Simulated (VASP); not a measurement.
Crystal: Sb.

```
Sb
1.0
     3.12988    0.00000    0.00000
     0.00000    3.12988    0.00000
     0.00000    0.00000    3.12988
Sb
1
Direct
  0.00000 0.00000 0.00000
```

Base run:

| Item | Value |
| --- | --- |
| Program | VASP 6.6.1 |
| Functional | RPBE |
| Potentials or basis | VASP PAW PBE potentials, release 64 (Sb) |
| Cutoff | 520 eV |
| k mesh | 11 × 11 × 11 |
| Occupations | fermi-dirac, width 0.1 eV |
| Spin | no spin polarisation |

Its results: pressure 0.5 GPa.

Task: The run is repeated on the same cell with these changes: k mesh from 11 × 11 × 11 to 16 × 16 × 16. What comes out?

Result: Pressure 0.1 GPa.

Caveats: the PAW data sets were made with another functional, which shifts forces and pressure a little.
